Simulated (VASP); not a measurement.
# Sn: single point with PBEsol

Crystal: Sn.

```
Sn
1.0
     4.01667    0.00000    0.00000
    -2.00834    3.47854    0.00000
     0.00000    0.00000   10.93972
Sn
4
Direct
  0.00000 0.00000 0.25000
  0.00000 0.00000 0.75000
  0.33333 0.66667 0.75000
  0.66667 0.33333 0.25000
```

This isn't the form of Sn at room conditions, which is tetragonal (white tin).

| Quantity | Value |
| --- | --- |
| Program | VASP 6.6.1 |
| Task | single point |
| Functional | PBEsol |
| Potentials or basis | VASP PAW PBE potentials, release 64 (Sn_d) |
| Cutoff | 520 eV |
| k mesh | 6 × 6 × 2 |
| Occupations | gaussian, width 0.1 eV |
| Spin | no spin polarisation |

The pressure is 30.6 GPa and the band gap on the k mesh is zero (filled and empty bands overlap).

Stress tensor (GPa, compression positive):
```
46.14  0.00  0.00
 0.00 46.14  0.00
 0.00  0.00 -0.51
```

Levels at points of the mesh, in eV from the Fermi level:
```csv
k point,band 25,band 26,band 27,band 28,band 29,band 30,band 31,band 32
"(0.00, 0.00, 0.00)",-0.46,-0.46,-0.44,-0.44,1.99,2.31,2.36,4.02
"(0.50, 0.00, 0.00)",-2.94,-2.91,-1.34,-1.06,0.75,1.05,1.51,1.60
"(0.00, 0.00, 0.50)",-0.45,-0.45,-0.45,-0.45,2.34,2.34,3.15,3.15
"(0.50, 0.00, 0.50)",-2.93,-2.93,-1.18,-1.18,0.81,0.81,1.56,1.56
```

Run time: 66 s on 1 thread of AMD EPYC 9R45 96-Core Processor (Zen 5), with other jobs on the host, peak memory 0.24 GiB.

Caveat: the cell stands under pressure; the PAW data sets were made with another functional, which shifts forces and pressure a little; spin-orbit coupling is left out, which moves the levels of the heavy elements.
